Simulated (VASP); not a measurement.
Here is a VASP 6.6.1 calculation.

Contents of POSCAR:

```
CuI
1.0
    3.8183182835     -3.7957326125      0.0000000000
    3.8183182835      3.7957326125      0.0000000000
    0.0000000000      0.0000000000      4.4052368418
Cu I
2 2
Direct
    0.4204390000      0.5795610000      0.7500000000
    0.5795610000      0.4204390000      0.2500000000
    0.7700430000      0.2299570000      0.7500000000
    0.2299570000      0.7700430000      0.2500000000
```

Contents of INCAR.step1:

```
PREC = Accurate
ENCUT = 520
ISMEAR = 0
SIGMA = 0.01
LREAL = F
LASPH = T
NELM = 80
NBANDS = 26
GGA = PE
ALGO = Normal
EDIFF = 1E-4
LWAVE = T
LCHARG = F
```

INCAR.step2

```
PREC = Accurate
ENCUT = 520
EDIFF = 1E-6
ISMEAR = 0
SIGMA = 0.01
LREAL = F
LASPH = T
NELM = 80
ALGO = Normal
ISIF = 2
LWAVE = F
LCHARG = F
METAGGA = R2SCAN
LMIXTAU = T
NBANDS = 26
ISTART = 1
```

Contents of KPOINTS:

```
Automatic mesh
0
Gamma
  4 4 6
```

Potentials or basis: VASP PAW PBE potentials, release 64 (Cu, I).

The run is started by

```console
$ cat potpaw_PBE.64/Cu/POTCAR potpaw_PBE.64/I/POTCAR > POTCAR
$ cp INCAR.step1 INCAR
$ mpirun -np 1 vasp_std > vasp.out
$ cp INCAR.step2 INCAR
$ mpirun -np 1 vasp_std > vasp.out
```

(1) Estimate the largest force.

(2) Predict the pressure.

(3) Predict the band gap on the k mesh.

Answers

(1) 0.499 eV/Å.

(2) -2.2 GPa.

(3) 1.32 eV.

Caveat: the PAW data sets were made with another functional, which shifts forces and pressure a little; spin-orbit coupling is left out, which moves the levels of the heavy elements.
